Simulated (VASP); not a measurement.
# TiTe2 (Fm-3m) in VASP: settings compared

The runs below take TiTe2 through single point, with PBE, PBEsol, LDA, r2SCAN.

All numbers are computed with VASP 6.6.1; they aren't measurements. Logs are shortened: lines on timing, memory, paths and dates and some standing lists are left out, and cuts for length are marked.

## Step 1: The cell of the first run

Symmetry: Fm-3m, No. 225, cubic system. Conventional cell: a = 6.886 Å, b = 6.886 Å, c = 6.886 Å, α = 90.00°, β = 90.00°, γ = 90.00°. Ti (site symmetry m-3m) has 8 Te at 2.98 Å within 3.9 Å. Te (site symmetry -43m) has 4 Ti at 2.98 Å and 6 Te at 3.44 Å within 3.9 Å.

## Step 2: Single point, PBE

The input, INCAR:

```
SYSTEM = TiTe2
PREC = Accurate
ENCUT = 500
EDIFF = 1E-6
ISMEAR = 1
SIGMA = 0.001
LREAL = .FALSE.
LASPH = .TRUE.
NELM = 120
ALGO = Normal
ISIF = 2
LWAVE = .FALSE.
LCHARG = .TRUE.
GGA = PE
LELF = .TRUE.
LVHAR = .TRUE.
NBANDS = 19
GGA_COMPAT = .FALSE.
```

The input, KPOINTS:

```
Automatic mesh
0
G
  10 10 10
  0 0 0
```

The input, POSCAR:

```
TiTe2
1.0
    0.0000000000      3.4428591255      3.4428591255
    3.4428591255      0.0000000000      3.4428591255
    3.4428591255      3.4428591255      0.0000000000
Ti Te
1 2
Direct
    0.0000000000      0.0000000000      0.0000000000
    0.2500000000      0.2500000000      0.2500000000
    0.7500000000      0.7500000000      0.7500000000
```

Potentials or basis: VASP PAW PBE potentials, release 64 (Ti_sv, Te).

On the command line:

```sh
cat potpaw_PBE.64/Ti_sv/POTCAR potpaw_PBE.64/Te/POTCAR > POTCAR
mpirun -np 1 vasp_std > vasp.out
```

OUTCAR:

```text
SYSTEM = TiTe2
   PREC = Accurate
   ENCUT = 500
   EDIFF = 1E-6
   ISMEAR = 1
   LREAL = .FALSE.
   LASPH = .TRUE.
   NELM = 120
   ISIF = 2
   GGA = PE

 ion  position               nearest neighbor table
   1  0.000  0.000  0.000-   3 2.98   3 2.98   3 2.98   2 2.98   3 2.98   2 2.98   2 2.98   2 2.98

   2  0.250  0.250  0.250-   1 2.98   1 2.98   1 2.98   1 2.98   3 3.44   3 3.44   3 3.44   3 3.44
                             3 3.44   3 3.44
   3  0.750  0.750  0.750-   1 2.98   1 2.98   1 2.98   1 2.98   2 3.44   2 3.44   2 3.44   2 3.44
                             2 3.44   2 3.44

  LATTYP: Found a face centered cubic cell.
 ALAT       =     6.8857182510

  Lattice vectors:

 A1 = (   0.0000000000,   3.4428591255,   3.4428591255)
 A2 = (   3.4428591255,   0.0000000000,   3.4428591255)
 A3 = (   3.4428591255,   3.4428591255,   0.0000000000)

Analysis of symmetry for initial positions (statically):
=====================================================================
 Subroutine PRICEL returns:
 Original cell was already a primitive cell.

 Routine SETGRP: Setting up the symmetry group for a
 face centered cubic supercell.

 Subroutine GETGRP returns: Found 48 space group operations
 (whereof 48 operations were pure point group operations)
 out of a pool of 48 trial point group operations.

The static configuration has the point symmetry O_h .

Analysis of symmetry for dynamics (positions and initial velocities):
=====================================================================
 Subroutine PRICEL returns:
 Original cell was already a primitive cell.

 Routine SETGRP: Setting up the symmetry group for a
 face centered cubic supercell.

 Subroutine GETGRP returns: Found 48 space group operations
 (whereof 48 operations were pure point group operations)
 out of a pool of 48 trial point group operations.

The dynamic configuration has the point symmetry O_h .

 Subroutine INISYM returns: Found 48 space group operations
 (whereof 48 operations are pure point group operations),
 and found     1 'primitive' translations

----------------------------------------------------------------------------------------

                                     Primitive cell

  volume of cell :      81.6183

  direct lattice vectors                    reciprocal lattice vectors
[... 81 lines left out ...]
   ISTART =      0    job   : 0-new  1-cont  2-samecut
   ICHARG =      2    charge: 1-file 2-atom 10-const
   ISPIN  =      1    spin polarized calculation?
   LNONCOLLINEAR =      F non collinear calculations
   LSORBIT =      F    spin-orbit coupling
   LASPH  =      T    aspherical Exc in radial PAW
   ENCUT  =  500.0 eV  36.75 Ry    6.06 a.u.   8.88  8.88  8.88*2*pi/ulx,y,z
   NELM   =    120;   NELMIN=  2; NELMDL= -5     # of ELM steps
   EDIFF  = 0.1E-05   stopping-criterion for ELM
   LREAL  =      F    real-space projection
   EDIFFG = 0.1E-04   stopping-criterion for IOM
   NSW    =      0    number of steps for IOM
   IBRION =     -1    ionic relax: 0-MD 1-quasi-New 2-CG
   NFREE  =      0    steps in history (QN), initial steepest desc. (CG)
   ISIF   =      2    stress and relaxation
   ISYM   =      2    0-nonsym 1-usesym 2-fastsym
   POTIM  = 0.5000    time-step for ionic-motion
   TEBEG  =    0.0;   TEEND  =   0.0 temperature during run
   PSTRESS=    0.0 pullay stress
   NELECT =      24.0000    total number of electrons
   NUPDOWN=      -1.0000    fix difference up-down
   EMIN   =  10.00;   EMAX   =-10.00  energy-range for DOS
   EFERMI =   0.00;   METHOD = LEGACY
   ISMEAR =     1;   SIGMA  =   0.00  broadening in eV -4-tet -1-fermi 0-gaus
   EFERMI_NEDOS =   21; number of points for ismear=-14 and -15
   IALGO  =     38    algorithm
   IMIX   =      4    mixing-type and parameters
     AMIX     =   0.40;   BMIX     =  1.00
     AMIX_MAG =   1.60;   BMIX_MAG =  1.00
  volume/ion in A,a.u.               =      27.21       183.60
  Fermi-wavevector in a.u.,A,eV,Ry     =   1.088636  2.057224 16.124648  1.185128
  Thomas-Fermi vector in A             =   2.224822
   LORBIT       =      0    0 simple, 1 ext, 2 COOP (PROOUT), +10 PAW based schemes
   GGA     = PE    functional components
   LHFCALC =     F    Hartree Fock is set to
   AEXX    =    0.0000 exact exchange contribution
   IVDW    =     0    specifies the selected vdW correction
   LEPSILON=     F    determine dielectric tensor
   LRPA    =     F    only Hartree local field effects (RPA)
 non-spin polarized calculation
 Methfessel and Paxton  Order N= 1 SIGMA  =   0.00
  energy-cutoff  :      500.00
  volume of cell :       81.62
 maximum number of plane-waves:      2090
   NGX = 17   NGY = 17   NGZ = 17

 number of electron      23.9999994 magnetization

 Free energy of the ion-electron system (eV)
  ---------------------------------------------------
  ext. energy  EPLUGINS =         0.00000000
  ---------------------------------------------------
  free energy    TOTEN  =       -15.04234740 eV

  energy without entropy =      -15.04233545  energy(sigma->0) =      -15.04234342

 E-fermi :   7.3412     XC(G=0):  -9.7525

 val. band max:        7.3304683166   @ k =  -0.1000   0.1000   0.0000
 cond. band min:       7.3413933955   @ k =   0.4000   0.2000   0.1000
 fundamental gap:      0.0109250789
 Fermi energy:         7.3411919940

 k-point     1 :       0.0000    0.0000    0.0000
  band No.  band energies     occupation
      1     -50.4877      2.00000
      2     -26.7381      2.00000
      3     -26.7381      2.00000
      4     -26.7381      2.00000
      5      -5.8393      2.00000
      6      -2.0647      2.00000
[... 505 lines left out ...]
      6      -3.2979      2.00000
[... 11 lines left out ...]
     18      10.2648      0.00000
     19      13.3839      0.00000

 [... further k-points ...]
[... 5 lines left out ...]
  --------------------------------------------------------------------------------------
  -------------------------------------------------------------------------------------
  Total       -0.0305451     -0.0305451     -0.0305451      0.0000000      0.0000000      0.0000000
  in kB       -0.5996039     -0.5996039     -0.5996039      0.0000000      0.0000000      0.0000000
  external PRESSURE =      -0.5996039 kB  Pullay stress =       0.0000000 kB

 VOLUME and BASIS-vectors are now :
 -----------------------------------------------------------------------------
  energy-cutoff  :      500.00
  volume of cell :       81.62
      direct lattice vectors                 reciprocal lattice vectors
     0.000000000  3.442859126  3.442859126    -0.145228132  0.145228132  0.145228132
     3.442859126  0.000000000  3.442859126     0.145228132 -0.145228132  0.145228132
     3.442859126  3.442859126  0.000000000     0.145228132  0.145228132 -0.145228132

 POSITION                                       TOTAL-FORCE (eV/Angst)
 -----------------------------------------------------------------------------------
      0.00000      0.00000      0.00000         0.000000     -0.000000      0.000000
      1.72143      1.72143      1.72143         0.000000      0.000000     -0.000000
      5.16429      5.16429      5.16429        -0.000000     -0.000000      0.000000
 -----------------------------------------------------------------------------------
    total drift:                               -0.000000      0.000000      0.000000

  FREE ENERGIE OF THE ION-ELECTRON SYSTEM (eV)
  ---------------------------------------------------
  free  energy   TOTEN  =       -15.0423474009 eV

  energy  without entropy=      -15.0423354534  energy(sigma->0) =      -15.04234342
```

stdout:

```text
POSCAR found type information on POSCAR TiTe
 POSCAR found :  2 types and       3 ions
 scaLAPACK will be used
 LDA part: xc-table for (Slater+PW92), standard interpolation
 POSCAR, INCAR and KPOINTS ok, starting setup
 FFT: planning ... GRIDC
 FFT: planning ... GRID_SOFT
 FFT: planning ... GRID
 WAVECAR not read
 entering main loop
```

Run time: 75 s. Hardware: 1 thread of Intel Xeon 6975P-C, shared host; peak memory 0.24 GiB.

What came out:

* Free energy: -15.0423 eV
* Pressure: -0.1 GPa
* Band gap on the k mesh: zero (band 12 reaches 7.46 eV, above the bottom of band 13 at 7.17 eV)

Levels at points of the mesh, in eV from the Fermi level:
```
           k point  band 10  band 11  band 12  band 13  band 14  band 15
(0.00, 0.00, 0.00)    -0.27    -0.27    -0.27    -0.17    -0.17     2.08
(0.50, 0.00, 0.00)    -2.67    -2.67    -2.47     0.01     0.01     0.85
(0.50, 0.50, 0.00)    -1.18    -1.18    -0.46     0.23     0.86     1.75
```

Caveat: spin-orbit coupling is left out, which moves the levels of the heavy elements.

## Step 3: Single point, PBEsol

The input, INCAR:

```
ALGO = Normal
EDIFF = 1E-6
ENCUT = 500
GGA = PS
GGA_COMPAT = False
ISIF = 2
ISMEAR = 0
LASPH = True
LCHARG = False
LREAL = False
LWAVE = False
NBANDS = 19
NELM = 120
PREC = Accurate
SIGMA = 0.05
```

The input, KPOINTS:

```
k-points
0
Gamma
  10 10 10
```

POSCAR is that of step 2.

Potentials or basis: VASP PAW PBE potentials, release 64 (Ti_sv, Te).

On the command line:

```sh
cat potpaw_PBE.64/Ti_sv/POTCAR potpaw_PBE.64/Te/POTCAR > POTCAR
mpirun -np 1 vasp_std > vasp.out
```

It took 71 s on 1 thread of Intel Xeon 6975P-C, shared host; peak memory 0.24 GiB.

It converged, with:

| Item | Value |
| --- | --- |
| Free energy | -16.3294 eV |
| Pressure | -3.0 GPa |
| Band gap on the k mesh | zero (band 12 reaches 7.29 eV, above the bottom of band 13 at 7.01 eV) |

Levels at points of the mesh, in eV from the Fermi level:
| k point | band 8 | band 9 | band 10 | band 11 | band 12 | band 13 | band 14 | band 15 | band 16 | band 17 |
| --- | --- | --- | --- | --- | --- | --- | --- | --- | --- | --- |
| (0.00, 0.00, 0.00) | -4.22 | -4.22 | -0.22 | -0.22 | -0.22 | -0.16 | -0.16 | 2.14 | 2.14 | 2.14 |
| (0.50, 0.00, 0.00) | -3.40 | -3.21 | -2.64 | -2.64 | -2.46 | 0.03 | 0.03 | 0.90 | 2.15 | 2.15 |
| (0.50, 0.50, 0.00) | -4.57 | -4.57 | -1.13 | -1.13 | -0.47 | 0.24 | 0.92 | 1.79 | 2.70 | 2.70 |

Caveat: the PAW data sets were made with another functional, which shifts forces and pressure a little; spin-orbit coupling is left out, which moves the levels of the heavy elements.

## Step 4: Single point, LDA

The input, INCAR:

```
SYSTEM = TiTe2
PREC = Accurate ; ENCUT = 500
EDIFF = 1E-6 ; ISMEAR = 0
SIGMA = 0.05 ; LREAL = .False.
LASPH = .True. ; NELM = 120
ALGO = Normal ; ISIF = 2
LWAVE = .False. ; LCHARG = .False.
GGA = CA ; NBANDS = 19
GGA_COMPAT = .False.
```

The input, KPOINTS:

```
regular mesh
0
Gamma
  10 10 10
  0 0 0
```

POSCAR is that of step 3.

Potentials or basis: VASP PAW LDA potentials, release 64 (Ti_sv, Te).

On the command line:

```sh
cat potpaw_LDA.64/Ti_sv/POTCAR potpaw_LDA.64/Te/POTCAR > POTCAR
mpirun -np 1 vasp_std > vasp.out
```

It took 65 s on 1 thread of Intel Xeon 6975P-C, shared host; peak memory 0.22 GiB.

Results (log left out):

- Free energy: -17.0538 eV
- Pressure: -4.6 GPa
- Band gap on the k mesh: zero (band 12 reaches 7.22 eV, above the bottom of band 13 at 6.94 eV)

Levels at points of the mesh, in eV from the Fermi level:
```
           k point  band 9  band 10  band 11  band 12  band 13  band 14  band 15  band 16
(0.00, 0.00, 0.00)   -4.17    -0.19    -0.19    -0.19    -0.16    -0.16     2.15     2.15
(0.50, 0.00, 0.00)   -3.16    -2.58    -2.58    -2.43     0.02     0.02     0.91     2.15
(0.50, 0.50, 0.00)   -4.50    -1.11    -1.11    -0.45     0.22     0.92     1.80     2.71
```

Caveat: spin-orbit coupling is left out, which moves the levels of the heavy elements.

(Continued in part 2 of 2.)
